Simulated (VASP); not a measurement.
A run of VASP 6.6.1 is set up as follows.

Contents of INCAR:

```
ALGO = Normal
EDIFF = 1E-6
ENCUT = 520
GGA = PS
ISIF = 2
ISMEAR = 0
LASPH = True
LCHARG = False
LREAL = False
LWAVE = False
NBANDS = 15
NELM = 80
PREC = Accurate
SIGMA = 0.01
```

The input KPOINTS:

```
k-points
0
Gamma
  6 6 6
```

The input POSCAR:

```
KI
1.0
    3.1874395368      3.1874395368      0.0000000000
   -3.1874395368      3.1874395368      0.0000000000
    0.0000000000      3.1874395368      3.1874395368
K I
1 1
Direct
    0.0000000000      0.0000000000      0.0000000000
    0.5000000000      0.5000000000      0.0000000000
```

Potentials or basis: VASP PAW PBE potentials, release 64 (K_sv, I).

Command:

```bash
$ cat potpaw_PBE.64/K_sv/POTCAR potpaw_PBE.64/I/POTCAR > POTCAR
$ mpirun -np 1 vasp_std > vasp.out
```

(1) Estimate the pressure.

(2) Estimate the band gap on the k mesh.

Answers

(1) 7.1 GPa.

(2) 4.03 eV, indirect (least direct gap 4.60 eV).

Caveat: the PAW data sets were made with another functional, which shifts forces and pressure a little; spin-orbit coupling is left out, which moves the levels of the heavy elements.
